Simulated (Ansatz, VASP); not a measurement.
## One calculation of Pd, two programs

```xyz
4
Lattice="2.7094 0.0000 0.0000 -1.3547 2.3464 0.0000 0.0000 0.0000 8.9345" Properties=species:S:1:pos:R:3 pbc="T T T"
Pd    1.3547    2.3464    0.0000
Pd    2.7094    0.0000    4.4672
Pd    0.0000    1.5643    2.2336
Pd    1.3547    0.7821    6.7008
```

Alike in both runs: task single point; functional LDA; k mesh 15 × 15 × 4; occupations fermi-dirac, width 0.1 eV; no spin polarisation.

|  | VASP | Ansatz |
| --- | --- | --- |
| version | VASP 6.6.1 | Ansatz 0.2.0 |
| potentials or method | VASP PAW LDA potentials, release 64 (Pd), cutoff 520 eV | plane waves (420 eV) with PAW, scalar-relativistic |
| valence electrons in the cell | 40 | 72 |

Ansatz gave:

* pressure (GPa): 0.0
* traceless stress, the component that is largest in VASP (GPa): -0.10

Q: Which values does VASP return?

A: Pressure (GPa): 0.2; traceless stress, the component that is largest in VASP (GPa): -0.13.

Ansatz warns that its potentials were made for another functional, while VASP's fit it. LDA's correlation is that of Perdew and Zunger in VASP and of Perdew and Wang (1992) in Ansatz. VASP's potentials hold 40 valence electrons a cell and Ansatz's 72, so a difference there can come from the potentials and not from the codes.
